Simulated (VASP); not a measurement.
A run of VASP 6.6.1 is set up as follows.

File INCAR:

```
SYSTEM = MoS2
  PREC = Accurate
  ENCUT = 520
  EDIFF = 1E-6
  ISMEAR = 0
  SIGMA = 0.1
  LREAL = .FALSE.
  LASPH = .TRUE.
  NELM = 60
  ALGO = Normal
  ISIF = 2
  LWAVE = .FALSE.
  LCHARG = .FALSE.
  GGA = PE
  NBANDS = 35
```

KPOINTS

```
regular mesh
0
G
  12 12 4
  0 0 0
```

The input POSCAR:

```
MoS2
1.0
    2.7827654505      0.0000000000      0.0000000000
   -1.3913827253      2.4099455729      0.0000000000
    0.0000000000      0.0000000000     10.1850734934
Mo S
2 4
Direct
    0.6666666667      0.3333333333      0.2500000000
    0.3333333333      0.6666666667      0.7500000000
    0.6666666667      0.3333333333      0.5924993014
    0.3333333333      0.6666666667      0.4075006986
    0.6666666667      0.3333333333      0.9075006986
    0.3333333333      0.6666666667      0.0924993014
```

Potentials or basis: VASP PAW PBE potentials, release 64 (Mo_sv, S).

Command:

```bash
$ cat potpaw_PBE.64/Mo_sv/POTCAR potpaw_PBE.64/S/POTCAR > POTCAR
$ mpirun -np 1 vasp_std > vasp.out
```

Predict the largest force.

0.041 eV/Å.

What does it give for the pressure?

89.8 GPa.

Estimate the band gap on the k mesh.

zero (band 26 reaches 16.12 eV, above the bottom of band 27 at 14.21 eV).

Stress tensor (GPa, compression positive):
```
89.88  0.00  0.00
 0.00 89.88  0.00
 0.00  0.00 89.71
```
